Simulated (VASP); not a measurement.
# C (Fd-3m) in VASP: single point with PBE

Aim: the single point of C with PBE.

All numbers are computed with VASP 6.6.1; they aren't measurements. Logs are shortened: lines on timing, memory, paths and dates and some standing lists are left out, and cuts for length are marked.

## 1. The cell of the first run

The structure is cubic, space group Fd-3m (No. 227). Conventional cell: a = 3.567 Å, b = 3.567 Å, c = 3.567 Å, α = 90.00°, β = 90.00°, γ = 90.00°. Within 2.1 Å of C (site symmetry -43m) lie 4 C at 1.54 Å.

## 2. Single point, PBE

Input file INCAR:

```
SYSTEM = C
PREC     = Accurate       ! precision mode
ENCUT    = 600            ! plane-wave cutoff, eV
EDIFF    = 1E-6           ! SCF threshold, eV
ISMEAR   = 0              ! smearing method
SIGMA    = 0.01           ! smearing width, eV
LREAL    = .False.        ! projectors in reciprocal space
LASPH    = .True.         ! aspherical terms in the spheres
NELM     = 120            ! most SCF steps
ALGO     = Normal         ! electronic algorithm
ISIF     = 2              ! what is computed and relaxed
LWAVE    = .False.        ! write WAVECAR
LCHARG   = .True.         ! write CHGCAR
GGA      = PE             ! functional
LELF     = .True.         ! ELF
LVHAR    = .True.       
NBANDS   = 11             ! bands
GGA_COMPAT= .False.
```

Input file KPOINTS:

```
regular mesh
0
Gamma
  4 4 4
  0 0 0
```

Input file POSCAR:

```
C
1.0
    0.0000000000      1.7835000000      1.7835000000
    1.7835000000      0.0000000000      1.7835000000
    1.7835000000      1.7835000000      0.0000000000
C
2
Direct
    0.1250000000      0.1250000000      0.1250000000
    0.8750000000      0.8750000000      0.8750000000
```

Potentials or basis: VASP PAW PBE potentials, release 64 (C).

Started as:

```
$ cat potpaw_PBE.64/C/POTCAR > POTCAR
$ mpirun -np 1 vasp_std > vasp.out
```

OUTCAR:

```text
SYSTEM = C
   PREC = Accurate
   ENCUT = 600
   EDIFF = 1E-6
   ISMEAR = 0
   LREAL = .False.
   LASPH = .True.
   NELM = 120
   ISIF = 2
   GGA = PE

 ion  position               nearest neighbor table
   1  0.125  0.125  0.125-   2 1.54   2 1.54   2 1.54   2 1.54
   2  0.875  0.875  0.875-   1 1.54   1 1.54   1 1.54   1 1.54

  LATTYP: Found a face centered cubic cell.
 ALAT       =     3.5670000000

  Lattice vectors:

 A1 = (   0.0000000000,   1.7835000000,   1.7835000000)
 A2 = (   1.7835000000,   0.0000000000,   1.7835000000)
 A3 = (   1.7835000000,   1.7835000000,   0.0000000000)

Analysis of symmetry for initial positions (statically):
=====================================================================
 Subroutine PRICEL returns:
 Original cell was already a primitive cell.

 Routine SETGRP: Setting up the symmetry group for a
 face centered cubic supercell.

 Subroutine GETGRP returns: Found 48 space group operations
 (whereof 12 operations were pure point group operations)
 out of a pool of 48 trial point group operations.

The static configuration has the point symmetry D_3d.
 The point group associated with its full space group is O_h .

Analysis of symmetry for dynamics (positions and initial velocities):
=====================================================================
 Subroutine PRICEL returns:
 Original cell was already a primitive cell.

 Routine SETGRP: Setting up the symmetry group for a
 face centered cubic supercell.

 Subroutine GETGRP returns: Found 48 space group operations
 (whereof 12 operations were pure point group operations)
 out of a pool of 48 trial point group operations.

The dynamic configuration has the point symmetry D_3d.
 The point group associated with its full space group is O_h .

 Subroutine INISYM returns: Found 48 space group operations
 (whereof 12 operations are pure point group operations),
 and found     1 'primitive' translations

----------------------------------------------------------------------------------------

                                     Primitive cell

  volume of cell :      11.3462

  direct lattice vectors                    reciprocal lattice vectors
     0.000000000  1.783500000  1.783500000    -0.280347631  0.280347631  0.280347631
     1.783500000  0.000000000  1.783500000     0.280347631 -0.280347631  0.280347631
     1.783500000  1.783500000  0.000000000     0.280347631  0.280347631 -0.280347631

  length of vectors
     2.522249888  2.522249888  2.522249888     0.485576341  0.485576341  0.485576341

  position of ions in fractional coordinates (direct lattice)
     0.125000000  0.125000000  0.125000000
     0.875000000  0.875000000  0.875000000

  ion indices of the primitive-cell ions
   primitive index   ion index
                 1           1
                 2           2

----------------------------------------------------------------------------------------

 KPOINTS: regular mesh

Automatic generation of k-mesh.
 Grid dimensions read from file:
 generate k-points for:    4    4    4

 Generating k-lattice:

  Cartesian coordinates                     Fractional coordinates (reciprocal lattice)
    -0.070086908  0.070086908  0.070086908     0.250000000  0.000000000  0.000000000
     0.070086908 -0.070086908  0.070086908     0.000000000  0.250000000  0.000000000
     0.070086908  0.070086908 -0.070086908     0.000000000  0.000000000  0.250000000

  Length of vectors
     0.121394085  0.121394085  0.121394085

  Shift w.r.t. Gamma in fractional coordinates (k-lattice)
     0.000000000  0.000000000  0.000000000

 Subroutine IBZKPT returns following result:
 ===========================================

 Found      8 irreducible k-points:

 Following reciprocal coordinates:
            Coordinates               Weight
  0.000000  0.000000  0.000000      1.000000
  0.250000  0.000000  0.000000      8.000000
  0.500000  0.000000  0.000000      4.000000
  0.250000  0.250000  0.000000      6.000000
  0.500000  0.250000  0.000000     24.000000
 -0.250000  0.250000  0.000000     12.000000
  0.500000  0.500000  0.000000      3.000000
 -0.250000  0.500000  0.250000      6.000000
   k-points           NKPTS =      8   k-points in BZ     NKDIM =      8   number of bands    NBANDS=     11
   number of dos      NEDOS =    301   number of ions     NIONS =      2
   total plane-waves  NPLWV =   8000
   dimension x,y,z NGX =    20 NGY =   20 NGZ =   20
   dimension x,y,z NGXF=    40 NGYF=   40 NGZF=   40
   ions per type =               2
   NGX,Y,Z   is equivalent  to a cutoff of  13.18, 13.18, 13.18 a.u.
   NGXF,Y,Z  is equivalent  to a cutoff of  26.36, 26.36, 26.36 a.u.
 SYSTEM =  C
   PREC   = accura    normal or accurate (medium, high low for compatibility)
   ISTART =      0    job   : 0-new  1-cont  2-samecut
   ICHARG =      2    charge: 1-file 2-atom 10-const
   ISPIN  =      1    spin polarized calculation?
   LNONCOLLINEAR =      F non collinear calculations
   LSORBIT =      F    spin-orbit coupling
   LASPH  =      T    aspherical Exc in radial PAW
   ENCUT  =  600.0 eV  44.10 Ry    6.64 a.u.   5.04  5.04  5.04*2*pi/ulx,y,z
   NELM   =    120;   NELMIN=  2; NELMDL= -5     # of ELM steps
   EDIFF  = 0.1E-05   stopping-criterion for ELM
   LREAL  =      F    real-space projection
   EDIFFG = 0.1E-04   stopping-criterion for IOM
   NSW    =      0    number of steps for IOM
   IBRION =     -1    ionic relax: 0-MD 1-quasi-New 2-CG
   NFREE  =      0    steps in history (QN), initial steepest desc. (CG)
   ISIF   =      2    stress and relaxation
   ISYM   =      2    0-nonsym 1-usesym 2-fastsym
   POTIM  = 0.5000    time-step for ionic-motion
   TEBEG  =    0.0;   TEEND  =   0.0 temperature during run
   PSTRESS=    0.0 pullay stress
   NELECT =       8.0000    total number of electrons
   NUPDOWN=      -1.0000    fix difference up-down
   EMIN   =  10.00;   EMAX   =-10.00  energy-range for DOS
   EFERMI =   0.00;   METHOD = LEGACY
   ISMEAR =     0;   SIGMA  =   0.01  broadening in eV -4-tet -1-fermi 0-gaus
   EFERMI_NEDOS =   21; number of points for ismear=-14 and -15
   IALGO  =     38    algorithm
   IMIX   =      4    mixing-type and parameters
     AMIX     =   0.40;   BMIX     =  1.00
     AMIX_MAG =   1.60;   BMIX_MAG =  1.00
  volume/ion in A,a.u.               =       5.67        38.28
  Fermi-wavevector in a.u.,A,eV,Ry     =   1.457097  2.753514 28.886949  2.123131
  Thomas-Fermi vector in A             =   2.573938
   LORBIT       =      0    0 simple, 1 ext, 2 COOP (PROOUT), +10 PAW based schemes
   GGA     = PE    functional components
   LHFCALC =     F    Hartree Fock is set to
   AEXX    =    0.0000 exact exchange contribution
   IVDW    =     0    specifies the selected vdW correction
   LEPSILON=     F    determine dielectric tensor
   LRPA    =     F    only Hartree local field effects (RPA)
 non-spin polarized calculation
 Gauss-broadening in eV      SIGMA  =   0.01
  energy-cutoff  :      600.00
  volume of cell :       11.35
 maximum number of plane-waves:       392
   NGX =  9   NGY =  9   NGZ =  9

 number of electron       7.9999999 magnetization

 Free energy of the ion-electron system (eV)
  ---------------------------------------------------
  ext. energy  EPLUGINS =         0.00000000
  ---------------------------------------------------
  free energy    TOTEN  =       -18.05730641 eV

  energy without entropy =      -18.05730641  energy(sigma->0) =      -18.05730641

 E-fermi :   9.9062     XC(G=0): -13.2360

 val. band max:        9.7582181189   @ k =   0.0000   0.0000   0.0000
 cond. band min:      14.1895798749   @ k =   0.2500   0.2500   0.0000
 fundamental gap:      4.4313617560
 Fermi energy:         9.9061572416

 k-point     1 :       0.0000    0.0000    0.0000
  band No.  band energies     occupation
      1     -11.7282      2.00000
      2       9.7582      2.00000
      3       9.7582      2.00000
      4       9.7582      2.00000
      5      15.3394      0.00000
      6      15.3394      0.00000
      7      15.3394      0.00000
      8      23.0847      0.00000
      9      29.0387      0.00000
     10      36.2678      0.00000
     11      36.2678      0.00000

 k-point     2 :       0.2500    0.0000    0.0000
  band No.  band energies     occupation
      1     -10.0130      2.00000
      2       3.1606      2.00000
      3       8.0105      2.00000
      4       8.0105      2.00000
      5      17.5391      0.00000
      6      17.5391      0.00000
      7      17.8960      0.00000
      8      24.3886      0.00000
      9      30.4567      0.00000
     10      32.1293      0.00000
     11      32.1293      0.00000

 k-point     3 :       0.5000    0.0000    0.0000
  band No.  band energies     occupation
      1      -5.9511      2.00000
      2      -3.6255      2.00000
      3       6.9555      2.00000
      4       6.9555      2.00000
      5      18.2060      0.00000
      6      18.2060      0.00000
      7      18.5976      0.00000
      8      25.4449      0.00000
      9      31.6386      0.00000
     10      33.9210      0.00000
     11      35.6741      0.00000

 k-point     4 :       0.2500    0.2500    0.0000
  band No.  band energies     occupation
      1      -9.4435      2.00000
      2       5.2401      2.00000
      3       5.6317      2.00000
      4       5.6317      2.00000
      5      14.1896      0.00000
      6      19.9905      0.00000
      7      21.3409      0.00000
      8      21.3409      0.00000
      9      29.8748      0.00000
     10      31.9386      0.00000
     11      39.1913      0.00000

 k-point     5 :       0.5000    0.2500    0.0000
  band No.  band energies     occupation
      1      -5.7052      2.00000
      2      -1.0352      2.00000
      3       3.0117      2.00000
      4       4.8769      2.00000
      5      15.8230      0.00000
      6      21.1807      0.00000
      7      22.5601      0.00000
      8      23.0782      0.00000
      9      30.0559      0.00000
     10      33.3472      0.00000
     11      37.2722      0.00000

 k-point     6 :      -0.2500    0.2500    0.0000
  band No.  band energies     occupation
      1      -7.2601      2.00000
      2       1.0526      2.00000
      3       2.1426      2.00000
      4       6.7437      2.00000
      5      17.6763      0.00000
      6      19.7572      0.00000
      7      22.1082      0.00000
      8      23.6654      0.00000
      9      29.3936      0.00000
     10      30.4880      0.00000
     11      34.4910      0.00000

 k-point     7 :       0.5000    0.5000    0.0000
  band No.  band energies     occupation
      1      -3.0134      2.00000
      2      -3.0134      2.00000
      3       3.4542      2.00000
      4       3.4542      2.00000
      5      14.5015      0.00000
      6      14.5015      0.00000
      7      26.5626      0.00000
      8      26.5626      0.00000
      9      32.9801      0.00000
     10      32.9801      0.00000
     11      42.0997      0.00000

 k-point     8 :      -0.2500    0.5000    0.2500
  band No.  band energies     occupation
      1      -2.2210      2.00000
      2      -2.2210      2.00000
      3       1.4265      2.00000
      4       1.4265      2.00000
      5      20.3692      0.00000
      6      20.3692      0.00000
      7      22.0686      0.00000
      8      22.0686      0.00000
      9      31.0758      0.00000
     10      31.0758      0.00000
     11      40.1592      0.00000

------------------------ aborting loop because EDIFF is reached ----------------------------------------

  FORCE on cell =-STRESS in cart. coord.  units (eV):
  Direction    XX          YY          ZZ          XY          YZ          ZX
  --------------------------------------------------------------------------------------
  -------------------------------------------------------------------------------------
  Total        0.1984699      0.1984699      0.1984699     -0.0000000     -0.0000000     -0.0000000
  in kB       28.0256610     28.0256610     28.0256610     -0.0000000     -0.0000000     -0.0000000
  external PRESSURE =      28.0256610 kB  Pullay stress =       0.0000000 kB

 VOLUME and BASIS-vectors are now :
 -----------------------------------------------------------------------------
  energy-cutoff  :      600.00
  volume of cell :       11.35
      direct lattice vectors                 reciprocal lattice vectors
     0.000000000  1.783500000  1.783500000    -0.280347631  0.280347631  0.280347631
     1.783500000  0.000000000  1.783500000     0.280347631 -0.280347631  0.280347631
     1.783500000  1.783500000  0.000000000     0.280347631  0.280347631 -0.280347631

 POSITION                                       TOTAL-FORCE (eV/Angst)
 -----------------------------------------------------------------------------------
      0.44588      0.44588      0.44588        -0.000000     -0.000000     -0.000000
      3.12113      3.12113      3.12113         0.000000      0.000000      0.000000
 -----------------------------------------------------------------------------------
    total drift:                                0.000000      0.000000     -0.000000

  FREE ENERGIE OF THE ION-ELECTRON SYSTEM (eV)
  ---------------------------------------------------
  free  energy   TOTEN  =       -18.0573064062 eV

  energy  without entropy=      -18.0573064062  energy(sigma->0) =      -18.05730641
```

It took 3.8 s on 1 thread of AMD EPYC 7R43 (Zen 3), shared host; peak memory 0.08 GiB.

Results:

```yaml
Free_energy: -18.0573 eV
Pressure: 2.8 GPa
Band_gap_on_the_k_mesh: 4.43 eV, indirect (least direct gap 5.58 eV)
```

Caveat: the k points lie up to 0.76 Å⁻¹ apart.
